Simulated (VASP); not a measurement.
# GaP (I-4m2) in VASP: notebook

GaP is run at these levels: PBE; tasks: single point.

Program: VASP 6.6.1. These are calculated values, not measurements. Logs are shortened: lines on timing, memory, paths and dates and some standing lists are left out, and cuts for length are marked.

## 1. The cell of the first run

Symmetry: I-4m2, No. 119, tetragonal system. The conventional cell has a = 3.531 Å, b = 3.531 Å, c = 6.492 Å, α = 90.00°, β = 90.00°, γ = 90.00°. Ga (site symmetry -4m2) has 4 P at 2.40 Å within 3.2 Å. Within 3.2 Å of P (site symmetry -4m2) lie 4 Ga at 2.40 Å.

## 2. Single point, PBE

INCAR

```
  PREC = Accurate
  ENCUT = 520
  EDIFF = 1E-7
  ISMEAR = 0
  SIGMA = 0.05
  LREAL = False
  LASPH = True
  NELM = 100
  ALGO = Normal
  ISIF = 2
  LWAVE = False
  LCHARG = False
  GGA = PE
  NBANDS = 16
```

KPOINTS

```
regular mesh
0
Gamma
  10 10 10
```

POSCAR

```
GaP
1.0
    0.0000000000      2.4970384564      3.2461499933
    2.4970384564      0.0000000000      3.2461499933
    2.4970384564      2.4970384564      0.0000000000
Ga P
1 1
Direct
    0.0000000000      0.0000000000      0.0000000000
    0.7500000000      0.7500000000      0.7500000000
```

Potentials or basis: VASP PAW PBE potentials, release 64 (Ga_d, P).

Launch:

```bash
> cat potpaw_PBE.64/Ga_d/POTCAR potpaw_PBE.64/P/POTCAR > POTCAR
> mpirun -np 1 vasp_std > vasp.out
```

OUTCAR:

```text
PREC = Accurate
   ENCUT = 520
   EDIFF = 1E-7
   ISMEAR = 0
   LREAL = False
   LASPH = True
   NELM = 100
   ISIF = 2
   GGA = PE

 ion  position               nearest neighbor table
   1  0.000  0.000  0.000-   2 2.40   2 2.40   2 2.40   2 2.40
   2  0.750  0.750  0.750-   1 2.40   1 2.40   1 2.40   1 2.40

  LATTYP: Found a body centered tetragonal cell.
 ALAT       =     3.5313456508
 C/A-ratio  =     1.8384776311

  Lattice vectors:

 A1 = (  -2.4970384564,   0.0000000000,   3.2461499933)
 A2 = (   2.4970384564,   0.0000000000,   3.2461499933)
 A3 = (   0.0000000000,   2.4970384564,  -3.2461499933)

Analysis of symmetry for initial positions (statically):
=====================================================================
 Subroutine PRICEL returns:
 Original cell was already a primitive cell.

 Routine SETGRP: Setting up the symmetry group for a
 body centered tetragonal supercell.

 Subroutine GETGRP returns: Found  8 space group operations
 (whereof  8 operations were pure point group operations)
 out of a pool of 16 trial point group operations.

The static configuration has the point symmetry D_2d.

Analysis of symmetry for dynamics (positions and initial velocities):
=====================================================================
 Subroutine PRICEL returns:
 Original cell was already a primitive cell.

 Routine SETGRP: Setting up the symmetry group for a
 body centered tetragonal supercell.

 Subroutine GETGRP returns: Found  8 space group operations
 (whereof  8 operations were pure point group operations)
 out of a pool of 16 trial point group operations.

The dynamic configuration has the point symmetry D_2d.

 Subroutine INISYM returns: Found  8 space group operations
 (whereof  8 operations are pure point group operations),
 and found     1 'primitive' translations

----------------------------------------------------------------------------------------

                                     Primitive cell

  volume of cell :      40.4808

  direct lattice vectors                    reciprocal lattice vectors
     0.000000000  2.497038456  3.246149993    -0.200237204  0.200237204  0.154028619
     2.497038456  0.000000000  3.246149993     0.200237204 -0.200237204  0.154028619
     2.497038456  2.497038456  0.000000000     0.200237204  0.200237204 -0.154028619

  length of vectors
     4.095447574  4.095447574  3.531345651     0.322358018  0.322358018  0.322358018

  position of ions in fractional coordinates (direct lattice)
     0.000000000  0.000000000  0.000000000
     0.750000000  0.750000000  0.750000000

  ion indices of the primitive-cell ions
   primitive index   ion index
                 1           1
                 2           2

----------------------------------------------------------------------------------------

 KPOINTS: regular mesh

Automatic generation of k-mesh.
 Grid dimensions read from file:
 generate k-points for:   10   10   10

 Generating k-lattice:

  Cartesian coordinates                     Fractional coordinates (reciprocal lattice)
    -0.020023720  0.020023720  0.015402862     0.100000000 -0.000000000  0.000000000
     0.020023720 -0.020023720  0.015402862    -0.000000000  0.100000000  0.000000000
     0.020023720  0.020023720 -0.015402862     0.000000000  0.000000000  0.100000000

  Length of vectors
     0.032235802  0.032235802  0.032235802

  Shift w.r.t. Gamma in fractional coordinates (k-lattice)
     0.000000000  0.000000000  0.000000000

 Subroutine IBZKPT returns following result:
 ===========================================

 Found    102 irreducible k-points:

 Following reciprocal coordinates:
            Coordinates               Weight
  0.000000  0.000000  0.000000      1.000000
  0.100000  0.000000  0.000000      8.000000
  0.200000  0.000000  0.000000      8.000000
  0.300000 -0.000000  0.000000      8.000000
  0.400000  0.000000  0.000000      8.000000
  0.500000 -0.000000  0.000000      4.000000
[... 16 lines left out ...]
  0.300000  0.300000  0.000000      2.000000
  0.400000  0.300000  0.000000      8.000000
 [... further k-points ...]
   k-points           NKPTS =    102   k-points in BZ     NKDIM =    102   number of bands    NBANDS=     16
   number of dos      NEDOS =    301   number of ions     NIONS =      2
   total plane-waves  NPLWV =  25200
   dimension x,y,z NGX =    30 NGY =   30 NGZ =   28
   dimension x,y,z NGXF=    60 NGYF=   60 NGZF=   56
   ions per type =               1   1
   NGX,Y,Z   is equivalent  to a cutoff of  12.18, 12.18, 13.18 a.u.
   NGXF,Y,Z  is equivalent  to a cutoff of  24.36, 24.36, 26.36 a.u.
 SYSTEM =  unknown system
   PREC   = accura    normal or accurate (medium, high low for compatibility)
   ISTART =      0    job   : 0-new  1-cont  2-samecut
   ICHARG =      2    charge: 1-file 2-atom 10-const
   ISPIN  =      1    spin polarized calculation?
   LNONCOLLINEAR =      F non collinear calculations
   LSORBIT =      F    spin-orbit coupling
   LASPH  =      T    aspherical Exc in radial PAW
   ENCUT  =  520.0 eV  38.22 Ry    6.18 a.u.   7.61  7.61  6.57*2*pi/ulx,y,z
   NELM   =    100;   NELMIN=  2; NELMDL= -5     # of ELM steps
   EDIFF  = 0.1E-06   stopping-criterion for ELM
   LREAL  =      F    real-space projection
   EDIFFG = 0.1E-05   stopping-criterion for IOM
   NSW    =      0    number of steps for IOM
   IBRION =     -1    ionic relax: 0-MD 1-quasi-New 2-CG
   NFREE  =      0    steps in history (QN), initial steepest desc. (CG)
   ISIF   =      2    stress and relaxation
   ISYM   =      2    0-nonsym 1-usesym 2-fastsym
   POTIM  = 0.5000    time-step for ionic-motion
   TEBEG  =    0.0;   TEEND  =   0.0 temperature during run
   PSTRESS=    0.0 pullay stress
   NELECT =      18.0000    total number of electrons
   NUPDOWN=      -1.0000    fix difference up-down
   EMIN   =  10.00;   EMAX   =-10.00  energy-range for DOS
   EFERMI =   0.00;   METHOD = LEGACY
   ISMEAR =     0;   SIGMA  =   0.05  broadening in eV -4-tet -1-fermi 0-gaus
   EFERMI_NEDOS =   21; number of points for ismear=-14 and -15
   IALGO  =     38    algorithm
   IMIX   =      4    mixing-type and parameters
     AMIX     =   0.40;   BMIX     =  1.00
     AMIX_MAG =   1.60;   BMIX_MAG =  1.00
  volume/ion in A,a.u.               =      20.24       136.59
  Fermi-wavevector in a.u.,A,eV,Ry     =   1.249538  2.361284 21.243377  1.561344
  Thomas-Fermi vector in A             =   2.383574
   LORBIT       =      0    0 simple, 1 ext, 2 COOP (PROOUT), +10 PAW based schemes
   GGA     = PE    functional components
   LHFCALC =     F    Hartree Fock is set to
   AEXX    =    0.0000 exact exchange contribution
   IVDW    =     0    specifies the selected vdW correction
   LEPSILON=     F    determine dielectric tensor
   LRPA    =     F    only Hartree local field effects (RPA)
 non-spin polarized calculation
 Gauss-broadening in eV      SIGMA  =   0.05
  energy-cutoff  :      520.00
  volume of cell :       40.48
 maximum number of plane-waves:      1120
   NGX = 15   NGY = 15   NGZ = 13

 number of electron      18.0000001 magnetization

 Free energy of the ion-electron system (eV)
  ---------------------------------------------------
  ext. energy  EPLUGINS =         0.00000000
  ---------------------------------------------------
  free energy    TOTEN  =        -8.56537774 eV

  energy without entropy =       -8.56483528  energy(sigma->0) =       -8.56510651

 E-fermi :   5.3315     XC(G=0):  -9.9075

 val. band max:        5.3250551831   @ k =  -0.2000   0.1000   0.0000
 cond. band min:       5.3781894985   @ k =   0.0000   0.0000   0.0000
 fundamental gap:      0.0531343154
 Fermi energy:         5.3315195575

 k-point     1 :       0.0000    0.0000    0.0000
  band No.  band energies     occupation
      1     -10.0030      2.00000
      2      -9.9106      2.00000
      3      -9.9106      2.00000
      4      -9.8775      2.00000
      5      -9.8614      2.00000
      6      -7.6984      2.00000
[... 8 lines left out ...]
     15      13.9639      0.00000
     16      14.0398      0.00000

 k-point     2 :       0.1000    0.0000    0.0000
  band No.  band energies     occupation
      1     -10.0001      2.00000
      2      -9.9186      2.00000
      3      -9.9086      2.00000
      4      -9.8791      2.00000
      5      -9.8577      2.00000
      6      -7.5674      2.00000
[... 8 lines left out ...]
     15      14.2394      0.00000
     16      15.1664      0.00000

 k-point     3 :       0.2000    0.0000    0.0000
  band No.  band energies     occupation
      1      -9.9952      2.00000
      2      -9.9359      2.00000
      3      -9.9039      2.00000
      4      -9.8829      2.00000
      5      -9.8484      2.00000
      6      -7.1864      2.00000
[... 8 lines left out ...]
     15      15.0734      0.00000
     16      15.1911      0.00000

 k-point     4 :       0.3000   -0.0000    0.0000
  band No.  band energies     occupation
      1      -9.9977      2.00000
      2      -9.9483      2.00000
      3      -9.9011      2.00000
      4      -9.8847      2.00000
      5      -9.8363      2.00000
      6      -6.6002      2.00000
[... 8 lines left out ...]
     15      14.6901      0.00000
     16      15.8800      0.00000
[... 324 lines left out ...]
 k-point    22 :      -0.2000    0.2000    0.0000
  band No.  band energies     occupation
      1      -9.9928      2.00000
      2      -9.9551      2.00000
      3      -9.8987      2.00000
      4      -9.8906      2.00000
      5      -9.8341      2.00000
      6      -6.2608      2.00000
[... 8 lines left out ...]
     15      15.2166      0.00000
     16      15.8850      0.00000

 k-point    23 :       0.3000    0.3000    0.0000
  band No.  band energies     occupation
      1     -10.0466      2.00000
      2      -9.8865      2.00000
      3      -9.8865      2.00000
      4      -9.8735      2.00000
      5      -9.8508      2.00000
      6      -6.6466      2.00000
[... 8 lines left out ...]
     15      16.9192      0.00000
     16      17.8315      0.00000

 k-point    24 :       0.4000    0.3000    0.0000
  band No.  band energies     occupation
      1     -10.0494      2.00000
      2      -9.8893      2.00000
      3      -9.8825      2.00000
      4      -9.8739      2.00000
      5      -9.8475      2.00000
      6      -6.2214      2.00000
[... 8 lines left out ...]
     15      17.2550      0.00000
     16      17.5315      0.00000

 [... further k-points ...]
[... 5 lines left out ...]
  --------------------------------------------------------------------------------------
  -------------------------------------------------------------------------------------
  Total        2.6602698      2.6602698     -3.9597478      0.0000000     -0.0000000      0.0000000
  in kB      105.2900245    105.2900245   -156.7216781      0.0000000     -0.0000000      0.0000000
  external PRESSURE =      17.9527903 kB  Pullay stress =       0.0000000 kB

 VOLUME and BASIS-vectors are now :
 -----------------------------------------------------------------------------
  energy-cutoff  :      520.00
  volume of cell :       40.48
      direct lattice vectors                 reciprocal lattice vectors
     0.000000000  2.497038456  3.246149993    -0.200237204  0.200237204  0.154028619
     2.497038456  0.000000000  3.246149993     0.200237204 -0.200237204  0.154028619
     2.497038456  2.497038456  0.000000000     0.200237204  0.200237204 -0.154028619

 POSITION                                       TOTAL-FORCE (eV/Angst)
 -----------------------------------------------------------------------------------
      0.00000      0.00000      0.00000        -0.000000     -0.000000     -0.000000
      3.74556      3.74556      4.86922         0.000000      0.000000      0.000000
 -----------------------------------------------------------------------------------
    total drift:                                0.000001      0.000001     -0.000001

  FREE ENERGIE OF THE ION-ELECTRON SYSTEM (eV)
  ---------------------------------------------------
  free  energy   TOTEN  =        -8.5653777412 eV

  energy  without entropy=       -8.5648352848  energy(sigma->0) =       -8.56510651
```

Run time: 31 s. Hardware: 1 thread of Intel Xeon 6975P-C (Granite Rapids), shared host; peak memory 0.2 GiB.

Results:

| Item | Value |
| --- | --- |
| Free energy | -8.5654 eV |
| Pressure | 1.8 GPa |
| Band gap on the k mesh | zero (band 9 reaches 5.41 eV, above the bottom of band 10 at 5.13 eV) |

Stress tensor (GPa, compression positive):
```
 10.53   0.00   0.00
  0.00  10.53   0.00
  0.00   0.00 -15.67
```

Levels at points of the mesh, in eV from the Fermi level:
```tsv
k point	band 6	band 7	band 8	band 9	band 10	band 11	band 12	band 13
(0.00, 0.00, 0.00)	-13.03	-2.05	0.05	0.05	0.28	3.49	3.49	4.03
(0.50, 0.00, 0.00)	-10.93	-7.17	-2.85	-0.40	-0.20	4.70	5.25	7.84
(0.50, 0.50, 0.00)	-10.88	-8.41	-1.88	-1.88	2.50	2.90	8.51	9.68
(0.50, 0.00, 0.50)	-9.66	-6.65	-3.71	-3.58	0.47	0.53	7.51	7.56
```

## 3. Single point, PBE

This run uses another cell than the first one, of the same volume but with other edges.

INCAR

```
SYSTEM = GaP
ALGO = Normal
EDIFF = 1E-6
ENCUT = 520
GGA = PE
ISIF = 2
ISMEAR = 0
LASPH = .True.
LCHARG = .False.
LREAL = .False.
LWAVE = .False.
NBANDS = 16
NELM = 80
PREC = Accurate
SIGMA = 0.05
```

KPOINTS

```
k-points
0
Gamma
  10 10 10
  0 0 0
```

POSCAR

```
GaP
1.0
    0.0000000000      2.8020576903      2.5778930751
    2.8020576903      0.0000000000      2.5778930751
    2.8020576903      2.8020576903      0.0000000000
Ga P
1 1
Direct
    0.0000000000      0.0000000000      0.0000000000
    0.7500000000      0.7500000000      0.7500000000
```

Potentials or basis: VASP PAW PBE potentials, release 64 (Ga_d, P).

Launch:

```bash
> cat potpaw_PBE.64/Ga_d/POTCAR potpaw_PBE.64/P/POTCAR > POTCAR
> mpirun -np 1 vasp_std > vasp.out
```

It took 24 s on 1 thread of Intel Xeon 6975P-C (Granite Rapids), shared host; peak memory 0.2 GiB.

The run converged. Its results:

```
Free energy            : -9.0795 eV
Pressure               : 2.3 GPa
Band gap on the k mesh : 0.84 eV, indirect (least direct gap 1.51 eV)
```

Stress tensor (GPa, compression positive):
```
0.53 0.00 0.00
0.00 0.53 0.00
0.00 0.00 5.73
```

Levels at points of the mesh, in eV from the valence-band top:
| k point | band 7 | band 8 | band 9 | band 10 | band 11 | band 12 |
| --- | --- | --- | --- | --- | --- | --- |
| (0.00, 0.00, 0.00) | -0.41 | -0.41 | 0.00 | 1.51 | 3.55 | 3.73 |
| (0.50, 0.00, 0.00) | -6.89 | -1.70 | -1.07 | 1.27 | 4.15 | 4.93 |
| (0.50, 0.50, 0.00) | -6.64 | -3.31 | -3.31 | 1.03 | 1.04 | 10.28 |
| (0.50, 0.00, 0.50) | -7.19 | -2.76 | -2.70 | 1.60 | 1.84 | 9.95 |

 A k mesh can miss the band edges.

## 4. Single point, PBE

This run uses another cell than the first one, of the same volume but with other edges.

INCAR

```
SYSTEM = GaP
ALGO     = Normal         ! electronic algorithm
EDIFF    = 1E-6           ! SCF threshold, eV
ENCUT    = 520            ! plane-wave cutoff, eV
GGA      = PE             ! functional
ISIF     = 2              ! what is computed and relaxed
ISMEAR   = 0              ! smearing method
LASPH    = .True.         ! aspherical terms in the spheres
LCHARG   = .True.         ! write CHGCAR
LELF     = .True.         ! ELF
LREAL    = .False.        ! projectors in reciprocal space
LVHAR    = .True.       
LWAVE    = .False.        ! write WAVECAR
NBANDS   = 16             ! bands
NELM     = 60             ! most SCF steps
PREC     = Accurate       ! precision mode
SIGMA    = 0.05           ! smearing width, eV
```

KPOINTS is that of step 3.

POSCAR

```
GaP
1.0
    0.0000000000      2.6400295416      2.9040324957
    2.6400295416      0.0000000000      2.9040324957
    2.6400295416      2.6400295416      0.0000000000
Ga P
1 1
Direct
    0.0000000000      0.0000000000      0.0000000000
    0.7500000000      0.7500000000      0.7500000000
```

Launch:

```bash
> cat potpaw_PBE.64/Ga_d/POTCAR potpaw_PBE.64/P/POTCAR > POTCAR
> mpirun -np 1 vasp_std > vasp.out
```

Wall time 28 s (1 thread of Intel Xeon 6975P-C (Granite Rapids), shared host); peak memory 0.2 GiB.

The run converged. Its results:

```
Free energy            : -9.0554 eV
Pressure               : 2.3 GPa
Band gap on the k mesh : 1.14 eV, indirect (least direct gap 1.53 eV)
```

Stress tensor (GPa, compression positive):
```
 5.00  0.00  0.00
 0.00  5.00  0.00
 0.00  0.00 -3.23
```

Levels at points of the mesh, in eV from the valence-band top:
| k point | band 7 | band 8 | band 9 | band 10 | band 11 | band 12 |
| --- | --- | --- | --- | --- | --- | --- |
| (0.00, 0.00, 0.00) | -0.62 | 0.00 | 0.00 | 1.53 | 3.68 | 3.68 |
| (0.50, 0.00, 0.00) | -6.82 | -1.73 | -0.89 | 1.26 | 4.41 | 4.90 |
| (0.50, 0.50, 0.00) | -7.36 | -2.41 | -2.41 | 1.93 | 2.24 | 10.34 |
| (0.50, 0.00, 0.50) | -6.72 | -3.10 | -3.04 | 1.25 | 1.34 | 9.83 |

 A k mesh can miss the band edges.

## 5. Single point, PBE

This run uses another cell than the first one, of the same volume but with other edges.

INCAR

```
SYSTEM = GaP
ALGO = Normal
EDIFF = 1E-6
ENCUT = 520
GGA = PE
ISIF = 2
ISMEAR = 0
LASPH = .TRUE.
LCHARG = .FALSE.
LREAL = .FALSE.
LWAVE = .FALSE.
NBANDS = 16
NELM = 80
PREC = Accurate
SIGMA = 0.05
```

KPOINTS

```
k-points
0
G
  10 10 10
  0 0 0
```

POSCAR

```
GaP
1.0
    0.0000000000      3.1460713136      2.0449463538
    3.1460713136      0.0000000000      2.0449463538
    3.1460713136      3.1460713136      0.0000000000
Ga P
1 1
Direct
    0.0000000000      0.0000000000      0.0000000000
    0.7500000000      0.7500000000      0.7500000000
```

Launch:

```bash
> cat potpaw_PBE.64/Ga_d/POTCAR potpaw_PBE.64/P/POTCAR > POTCAR
> mpirun -np 1 vasp_std > vasp.out
```

Run time: 25 s. Hardware: 1 thread of Intel Xeon 6975P-C (Granite Rapids), shared host; peak memory 0.21 GiB.

The run converged. Its results:

| Item | Value |
| --- | --- |
| Free energy | -8.4999 eV |
| Pressure | -2.4 GPa |
| Band gap on the k mesh | zero (band 9 reaches 5.48 eV, above the bottom of band 10 at 3.89 eV) |

Stress tensor (GPa, compression positive):
```
-6.25  0.00  0.00
 0.00 -6.25  0.00
 0.00  0.00  5.44
```

Levels at points of the mesh, in eV from the Fermi level:
```tsv
k point	band 5	band 6	band 7	band 8	band 9	band 10	band 11	band 12	band 13	band 14
(0.00, 0.00, 0.00)	-14.75	-12.43	-0.76	-0.76	0.59	0.77	4.39	5.26	5.26	6.34
(0.50, 0.00, 0.00)	-14.71	-10.24	-6.48	-2.30	-0.71	0.01	3.28	6.02	7.97	10.41
(0.50, 0.50, 0.00)	-14.69	-8.74	-4.98	-4.26	-4.26	-0.42	0.94	10.22	10.22	11.89
(0.50, 0.00, 0.50)	-14.73	-10.15	-7.53	-1.26	-1.06	2.94	3.62	6.78	6.95	7.81
```

(Part 1 of 2 ends here.)
